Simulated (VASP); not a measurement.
Write the native input for VASP 6.6.1 that does the following.

```
Task                               : single point
Functional                         : HSE06
Potentials or basis                : VASP PAW PBE potentials, release 64 (Ti_sv, S)
Cutoff                             : 400 eV
k mesh                             : 6 × 6 × 4
Occupations                        : fermi-dirac, width 0.02 eV
Spin                               : no spin polarisation
Dipole correction                  : no
Grid for exact exchange (PRECFOCK) : Normal
Further INCAR settings             : ALGO = Normal; EDIFF = 1e-06; NBANDS = 19
Share of exact exchange            : 0.25
Screening parameter                : 0.2079 1/Å
```

The system is TiS2.

```
Ti S
1.0
     3.39355    0.00000    0.00000
    -1.69677    2.93890    0.00000
     0.00000    0.00000    5.76168
Ti S
1 2
Cartesian
  0.0000 0.0000 0.0000
  0.0000 1.9593 1.4125
  1.6968 0.9796 4.3492
```

This cell differs from its parent crystal: epitaxial xy strain -0.5%.

One way to write it, as run:

POSCAR

```
TiS2
1.0
    3.3935485284      0.0000000000      0.0000000000
   -1.6967742642      2.9388992345      0.0000000000
    0.0000000000      0.0000000000      5.7616750881
Ti S
1 2
Direct
    0.0000000000      0.0000000000      0.0000000000
    0.3333333333      0.6666666667      0.2451563023
    0.6666666667      0.3333333333      0.7548436977
```

INCAR.step1

```
SYSTEM = TiS2
  ALGO = Normal
  EDIFF = 1E-5
  ENCUT = 400
  GGA = PE
  GGA_COMPAT = .False.
  ISIF = 2
  ISMEAR = -1
  LASPH = .True.
  LCHARG = .False.
  LREAL = .False.
  LWAVE = .True.
  NBANDS = 19
  NELM = 120
  PREC = Accurate
  SIGMA = 0.02
```

INCAR.step2

```
SYSTEM = TiS2
  ALGO = Normal
  EDIFF = 1E-6
  ENCUT = 400
  GGA = PE
  GGA_COMPAT = .False.
  HFSCREEN = 0.2079
  ISIF = 2
  ISMEAR = -1
  ISTART = 1
  LASPH = .True.
  LCHARG = .False.
  LHFCALC = .True.
  LREAL = .False.
  LWAVE = .False.
  NBANDS = 19
  NELM = 120
  PREC = Accurate
  PRECFOCK = Normal
  SIGMA = 0.02
```

KPOINTS

```
k-points
0
Gamma
  6 6 4
  0 0 0
```

Potentials or basis: VASP PAW PBE potentials, release 64 (Ti_sv, S).

Command:

```console
$ cat potpaw_PBE.64/Ti_sv/POTCAR potpaw_PBE.64/S/POTCAR > POTCAR
$ cp INCAR.step1 INCAR
$ mpirun -np 1 vasp_std > vasp.out
$ cp INCAR.step2 INCAR
$ mpirun -np 1 vasp_std > vasp.out
```

It gave:

```json
{
  "Pressure": "0.2 GPa",
  "Largest force": "0.240 eV/Å",
  "Band gap on the k mesh": "0.53 eV (least direct gap 1.12 eV)"
}
```

Caveat: the cell differs from its parent crystal (epitaxial xy strain -0.5%); the PAW data sets were made with another functional, which shifts forces and pressure a little; this functional lacks dispersion, which binds layers or chains, so the pressure and a relaxed spacing across them are unreliable.

It took 76 min on 1 thread of Intel(R) Xeon(R) Platinum 8259CL CPU @ 2.50GHz (Skylake/Cascade Lake), with other jobs on the host, peak memory 0.28 GiB.
